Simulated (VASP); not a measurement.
# AlN (P6_3mc) in VASP: relaxation of cell and atoms with HSE06

Aim: the relaxation of cell and atoms of AlN with HSE06.

Program: VASP 6.6.1. These are calculated values, not measurements. Logs are shortened: lines on timing, memory, paths and dates and some standing lists are left out, and cuts for length are marked.

## Step 1: The cell of the first run

It takes space group P6_3mc (No. 186, hexagonal). Conventional cell: a = 3.110 Å, b = 3.110 Å, c = 4.980 Å, α = 90.00°, β = 90.00°, γ = 120.00°. Within 2.5 Å of Al (site symmetry 3m) lie 4 N at 1.89 to 1.90 Å. Within 2.5 Å of N (site symmetry 3m) lie 4 Al at 1.89 to 1.90 Å.

## Step 2: Relaxation of cell and atoms, HSE06

POSCAR reads:

```
AlN
1.0
    3.1100000000      0.0000000000      0.0000000000
   -1.5550000000      2.6933390058      0.0000000000
    0.0000000000      0.0000000000      4.9800000000
Al N
2 2
Direct
    0.3333333333      0.6666666667      0.0000000000
    0.6666666667      0.3333333333      0.5000000000
    0.3333333333      0.6666666667      0.3820000000
    0.6666666667      0.3333333333      0.8820000000
```

INCAR.step1 reads:

```
SYSTEM = AlN
PREC     = Accurate       ! precision mode
ENCUT    = 600            ! plane-wave cutoff, eV
EDIFF    = 1E-5           ! SCF threshold, eV
ISMEAR   = 0              ! smearing method
SIGMA    = 0.01           ! smearing width, eV
LREAL    = .False.        ! projectors in reciprocal space
LASPH    = .True.         ! aspherical terms in the spheres
NELM     = 60             ! most SCF steps
ALGO     = Normal         ! electronic algorithm
LWAVE    = .True.         ! write WAVECAR
LCHARG   = .False.        ! write CHGCAR
GGA      = PE             ! functional
NBANDS   = 16             ! bands
KPAR     = 4
```

INCAR.step2 reads:

```
SYSTEM = AlN
PREC     = Accurate       ! precision mode
ENCUT    = 600            ! plane-wave cutoff, eV
EDIFF    = 1E-6           ! SCF threshold, eV
ISMEAR   = 0              ! smearing method
SIGMA    = 0.01           ! smearing width, eV
LREAL    = .False.        ! projectors in reciprocal space
LASPH    = .True.         ! aspherical terms in the spheres
NELM     = 60             ! most SCF steps
ALGO     = Normal         ! electronic algorithm
ISIF     = 3              ! what is computed and relaxed
LWAVE    = .False.        ! write WAVECAR
LCHARG   = .False.        ! write CHGCAR
GGA      = PE             ! functional
LHFCALC  = .True.         ! exact exchange
HFSCREEN = 0.2079         ! screening, 1/A
PRECFOCK = Normal       
IBRION   = 2              ! ionic algorithm
NSW      = 80             ! ionic steps
EDIFFG   = -0.001         ! ionic threshold
ISTART   = 1            
KPAR     = 4
```

KPOINTS reads:

```
Automatic mesh
0
Gamma
  6 6 4
  0 0 0
```

Potentials or basis: VASP PAW PBE potentials, release 64 (Al, N).

Run with:

```bash
cat potpaw_PBE.64/Al/POTCAR potpaw_PBE.64/N/POTCAR > POTCAR
cp INCAR.step1 INCAR
mpirun -np 4 vasp_std > vasp.out
cp INCAR.step2 INCAR
mpirun -np 4 vasp_std > vasp.out
```

OUTCAR:

```text
SYSTEM = AlN
   PREC = Accurate
   ENCUT = 600
   EDIFF = 1E-6
   ISMEAR = 0
   LREAL = .False.
   LASPH = .True.
   NELM = 60
   ISIF = 3
   GGA = PE
   LHFCALC = .True.
   HFSCREEN = 0.2079
   PRECFOCK = Normal
   IBRION = 2
   NSW = 80
   EDIFFG = -0.001
   ISTART = 1

 ion  position               nearest neighbor table
   1  0.333  0.667  0.000-   4 1.89   4 1.89   4 1.89   3 1.90   2 3.07   2 3.07   2 3.07   2 3.07
                             2 3.07   2 3.07
   2  0.667  0.333  0.500-   3 1.89   3 1.89   3 1.89   4 1.90   1 3.07   1 3.07   1 3.07   1 3.07
                             1 3.07   1 3.07
   3  0.333  0.667  0.382-   2 1.89   2 1.89   2 1.89   1 1.90
   4  0.667  0.333  0.882-   1 1.89   1 1.89   1 1.89   2 1.90

  LATTYP: Found a hexagonal cell.
 ALAT       =     3.1100000000
 C/A-ratio  =     1.6012861736

  Lattice vectors:

 A1 = (   3.1100000000,   0.0000000000,   0.0000000000)
 A2 = (  -1.5550000000,   2.6933390058,   0.0000000000)
 A3 = (   0.0000000000,   0.0000000000,   4.9800000000)

Analysis of symmetry for initial positions (statically):
=====================================================================
 Subroutine PRICEL returns:
 Original cell was already a primitive cell.

 Routine SETGRP: Setting up the symmetry group for a
 hexagonal supercell.

 Subroutine GETGRP returns: Found 12 space group operations
 (whereof  6 operations were pure point group operations)
 out of a pool of 24 trial point group operations.

The static configuration has the point symmetry C_3v.
 The point group associated with its full space group is C_6v.

Analysis of symmetry for dynamics (positions and initial velocities):
=====================================================================
 Subroutine PRICEL returns:
 Original cell was already a primitive cell.

 Routine SETGRP: Setting up the symmetry group for a
 hexagonal supercell.

 Subroutine GETGRP returns: Found 12 space group operations
 (whereof  6 operations were pure point group operations)
 out of a pool of 24 trial point group operations.

The dynamic configuration has the point symmetry C_3v.
 The point group associated with its full space group is C_6v.

 Subroutine INISYM returns: Found 12 space group operations
 (whereof  6 operations are pure point group operations),
 and found     1 'primitive' translations

----------------------------------------------------------------------------------------

                                     Primitive cell
[... 107 lines left out ...]
   EFERMI_NEDOS =   21; number of points for ismear=-14 and -15
   IALGO  =     38    algorithm
   IMIX   =      1    mixing-type and parameters
     AMIX     =   0.40;   BMIX     =  1.00
     AMIX_MAG =   1.60;   BMIX_MAG =  1.00
  volume/ion in A,a.u.               =      10.43        70.37
  Fermi-wavevector in a.u.,A,eV,Ry     =   1.189473  2.247778 19.250147  1.414846
  Thomas-Fermi vector in A             =   2.325579
   LORBIT       =      0    0 simple, 1 ext, 2 COOP (PROOUT), +10 PAW based schemes
   GGA     = PE    functional components
   LHFCALC =     T    Hartree Fock is set to
   PRECFOCK=normal    Normal, Fast or Accurate (Low or Medium for compatibility)
   ENCUT4O =  -1.0   cutoff for four orbital integrals eV
   NKREDX  =     1    reduce k-point grid by
   NKREDY  =     1    reduce k-point grid by
   NKREDZ  =     1    reduce k-point grid by
   AEXX    =    0.2500 exact exchange contribution
   HFSCREEN=    0.2079 screening length (either q_TF or 0.3 A-1)
   HFSCREENC=   0.2079 screening length for correlation (either q_TF or 0.3 A-1)
   ENCUTFOCK=  -1.0 apply spherical cutoff to Coloumb kernel
   IVDW    =     0    specifies the selected vdW correction
   LEPSILON=     F    determine dielectric tensor
   LRPA    =     F    only Hartree local field effects (RPA)
 conjugate gradient relaxation of ions
 non-spin polarized calculation
 Gauss-broadening in eV      SIGMA  =   0.01
  energy-cutoff  :      600.00
  volume of cell :       41.71
 maximum number of plane-waves:      1412
 NGX is ok and might be reduce to    28
  NGX = 20; NGY = 20; NGZ = 30

--------------------------------------- Ionic step        1  -------------------------------------------

 number of electron      15.9999999 magnetization

 Free energy of the ion-electron system (eV)
  ---------------------------------------------------
  ext. energy  EPLUGINS =         0.00000000
  ---------------------------------------------------
  free energy    TOTEN  =       -34.89430319 eV

  energy without entropy =      -34.89430319  energy(sigma->0) =      -34.89430319

------------------------ aborting loop because EDIFF is reached ----------------------------------------

  FORCE on cell =-STRESS in cart. coord.  units (eV):
  Direction    XX          YY          ZZ          XY          YZ          ZX
  --------------------------------------------------------------------------------------
  -------------------------------------------------------------------------------------
  Total       -0.3453855     -0.3453855     -0.3621774      0.0000000      0.0000000     -0.0000000
  in kB      -13.2658130    -13.2658130    -13.9107686      0.0000000      0.0000000     -0.0000000
  external PRESSURE =     -13.4807982 kB  Pullay stress =       0.0000000 kB
[... 95 lines left out ...]
  FREE ENERGIE OF THE ION-ELECTRON SYSTEM (eV)
  ---------------------------------------------------
  free  energy   TOTEN  =       -34.8954335750 eV

  energy  without entropy=      -34.8954335750  energy(sigma->0) =      -34.89543358

[... ionic steps 4 to 11 ...]

--------------------------------------- Ionic step       12  -------------------------------------------

 number of electron      15.9999999 magnetization

------------------------ aborting loop because EDIFF is reached ----------------------------------------
[... 71 lines left out ...]
--------------------------------------- Ionic step       14  -------------------------------------------

 number of electron      15.9999999 magnetization

 Free energy of the ion-electron system (eV)
  ---------------------------------------------------
  ext. energy  EPLUGINS =         0.00000000
  ---------------------------------------------------
  free energy    TOTEN  =       -34.89543344 eV

  energy without entropy =      -34.89543344  energy(sigma->0) =      -34.89543344

 E-fermi :   5.4370     XC(G=0):  -9.0214

 val. band max:        5.3223988472   @ k =   0.0000   0.0000   0.0000
 cond. band min:      10.9459710180   @ k =   0.0000   0.0000   0.0000
 fundamental gap:      5.6235721708
 Fermi energy:         5.4369955301

 k-point     1 :       0.0000    0.0000    0.0000
  band No.  band energies     occupation
      1     -11.4345      2.00000
      2      -9.1208      2.00000
      3      -1.2243      2.00000
      4       4.3523      2.00000
      5       4.3523      2.00000
      6       5.0790      2.00000
      7       5.0790      2.00000
      8       5.3224      2.00000
      9      10.9460      0.00000
     10      13.5079      0.00000
     11      17.8485      0.00000
     12      18.1344      0.00000
[... 329 lines left out ...]
  FREE ENERGIE OF THE ION-ELECTRON SYSTEM (eV)
  ---------------------------------------------------
  free  energy   TOTEN  =       -34.8954334371 eV

  energy  without entropy=      -34.8954334371  energy(sigma->0) =      -34.89543344

 reached required accuracy - stopping structural energy minimisation
```

OSZICAR.step1:

```text
N       E                     dE             d eps       ncg     rms          rms(c)
DAV:   1     0.474408501504E+02    0.47441E+02   -0.79608E+03   672   0.100E+03
DAV:   2    -0.306591959516E+02   -0.78100E+02   -0.71397E+02   936   0.209E+02
DAV:   3    -0.345032674061E+02   -0.38441E+01   -0.38333E+01   864   0.491E+01
DAV:   4    -0.345269204485E+02   -0.23653E-01   -0.23652E-01   840   0.410E+00
DAV:   5    -0.345272286272E+02   -0.30818E-03   -0.30818E-03   888   0.462E-01    0.122E+01
DAV:   6    -0.297553799369E+02    0.47718E+01   -0.10658E+01   840   0.249E+01    0.413E+00
DAV:   7    -0.297841200932E+02   -0.28740E-01   -0.73454E-01   736   0.606E+00    0.293E+00
DAV:   8    -0.297768062758E+02    0.73138E-02   -0.61180E-02   736   0.241E+00    0.569E-01
DAV:   9    -0.297717276836E+02    0.50786E-02   -0.12071E-02   872   0.833E-01    0.245E-01
DAV:  10    -0.297723626868E+02   -0.63500E-03   -0.24426E-03   720   0.315E-01    0.140E-01
DAV:  11    -0.297722550186E+02    0.10767E-03   -0.24167E-04   824   0.125E-01    0.324E-02
DAV:  12    -0.297722586584E+02   -0.36398E-05   -0.14110E-05   648   0.294E-02
   1 F= -.29772259E+02 E0= -.29772259E+02  d E =-.122780E-84
```

It took 52 min on 4 MPI ranks of AMD EPYC 9755, shared host; peak memory 0.26 GiB.

Results:

```yaml
Free_energy: -34.8954 eV
Relaxed_volume: 10.36 Å³/atom
Relaxed_cell: a = 3.104 Å, b = 3.104 Å, c = 4.969 Å, α = 90.00°, β = 90.00°, γ = 120.00°
Space_group_after_relaxing_to_0.1_Å: P6_3mc (No. 186)
Energy_gained_by_relaxing: 0.3 meV/atom
Ionic_steps: 14
Pressure_after_relaxing: 0.0 GPa
Band_gap_on_the_k_mesh: 5.62 eV
```

The path:
```
step  energy change (eV)  largest force (eV/Å)  pressure (GPa)  volume (Å³)
   1              0.0000                0.0108           -1.35        41.71
   2              0.0000                0.0107            1.35        41.19
   3             -0.0011                0.0001            0.01        41.45
   4             -0.0011                0.0003           -0.01        41.46
   5             -0.0011                0.0011           -0.03        41.46
   6             -0.0011                0.0050           -0.03        41.46
   7             -0.0011                0.0041           -0.03        41.46
   8             -0.0011                0.0024           -0.03        41.46
   9             -0.0011                0.0019           -0.03        41.46
  10             -0.0011                0.0016           -0.03        41.46
  11             -0.0011                0.0008           -0.03        41.45
  12             -0.0011                0.0016            0.04        41.44
  13             -0.0011                0.0005            0.04        41.45
  14             -0.0011                0.0002            0.00        41.45
```

Final structure:
```
Al N
1.0
     3.10363    0.00000    0.00000
    -1.55181    2.68782    0.00000
     0.00000    0.00000    4.96881
Al N
2 2
Direct
  0.33333 0.66667 0.00005
  0.66667 0.33333 0.50005
  0.33333 0.66667 0.38195
  0.66667 0.33333 0.88195
```

Caveat: the PAW data sets were made with another functional, which shifts forces and pressure a little.
